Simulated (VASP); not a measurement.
# Au: single point with PBEsol

Crystal: Au.

```
Au
1.0
     2.76877    0.00000    0.00000
    -1.38438    2.39782    0.00000
     0.00000    0.00000    9.59312
Au
4
Direct
  0.33333 0.66667 0.25000
  0.66667 0.33333 0.75000
  0.00000 0.00000 0.00000
  0.00000 0.00000 0.50000
```

This cell differs from its parent crystal: Ag replaced by Au, lengths x 0.963, strained.

* Program: VASP 6.6.1
* Task: single point
* Functional: PBEsol
* Potentials or basis: VASP PAW PBE potentials, release 64 (Au)
* Cutoff: 520 eV
* k mesh: 9 × 9 × 2
* Occupations: gaussian, width 0.1 eV
* Spin: no spin polarisation

| Property | Result |
| --- | --- |
| Pressure | 14.4 GPa |
| Band gap on the k mesh | zero (bands 22 and 23 overlap by 5.63 eV) |

Stress tensor (GPa, compression positive):
```
17.49  0.00  0.00
 0.00 17.49  0.00
 0.00  0.00  8.21
```

Levels at points of the mesh, in eV from the Fermi level:
| k point | band 19 | band 20 | band 21 | band 22 | band 23 | band 24 | band 25 | band 26 |
| --- | --- | --- | --- | --- | --- | --- | --- | --- |
| (0.00, 0.00, 0.00) | -2.81 | -2.56 | -2.56 | -1.97 | -1.97 | -1.61 | 2.80 | 10.47 |
| (0.00, 0.00, 0.50) | -3.11 | -3.11 | -2.20 | -2.20 | -2.20 | -2.20 | 5.79 | 5.79 |

It took 41 s on 1 thread of Intel(R) Xeon(R) Platinum 8488C (Sapphire Rapids) (shared host), peak memory 0.2 GiB.

Caveat: the cell differs from its parent crystal (Ag replaced by Au, lengths x 0.963, strained); the cell stands under pressure; the PAW data sets were made with another functional, which shifts forces and pressure a little; spin-orbit coupling is left out, which moves the levels of the heavy elements.
